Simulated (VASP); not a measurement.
TiC, 2 atoms in the cell. Symmetry: Fm-3m, No. 225, cubic system. Conventional cell: a = 4.416 Å, b = 4.416 Å, c = 4.416 Å, α = 90.00°, β = 90.00°, γ = 90.00°. Within 2.9 Å of Ti (site symmetry m-3m) lie 6 C at 2.21 Å. Within 2.9 Å of C (site symmetry m-3m) lie 6 Ti at 2.21 Å. 

```yaml
Program: VASP 6.6.1
Task: single point
Functional: r2SCAN
Potentials_or_basis: VASP PAW PBE potentials, release 64 (Ti_sv, C)
Cutoff: 520 eV
k_mesh: 11 × 11 × 11
Occupations: fermi-dirac, width 0.05 eV
Spin: no spin polarisation
Dipole_correction: no
Further_INCAR_settings: ALGO = Normal; EDIFF = 1e-06; NBANDS = 15
```

Potentials or basis: VASP PAW PBE potentials, release 64 (Ti_sv, C).

Launch:

```bash
$ cat potpaw_PBE.64/Ti_sv/POTCAR potpaw_PBE.64/C/POTCAR > POTCAR
$ cp INCAR.step1 INCAR
$ mpirun -np 1 vasp_std > vasp.out
$ cp INCAR.step2 INCAR
$ mpirun -np 1 vasp_std > vasp.out
```

Hardware: 1 thread of Intel(R) Xeon(R) Platinum 8488C (Sapphire Rapids), on a shared host.

Estimate the wall time of this run.

Run time: 43 s on 1 thread of Intel(R) Xeon(R) Platinum 8488C (Sapphire Rapids) (shared host), peak memory 0.15 GiB. Counts: k points 56.
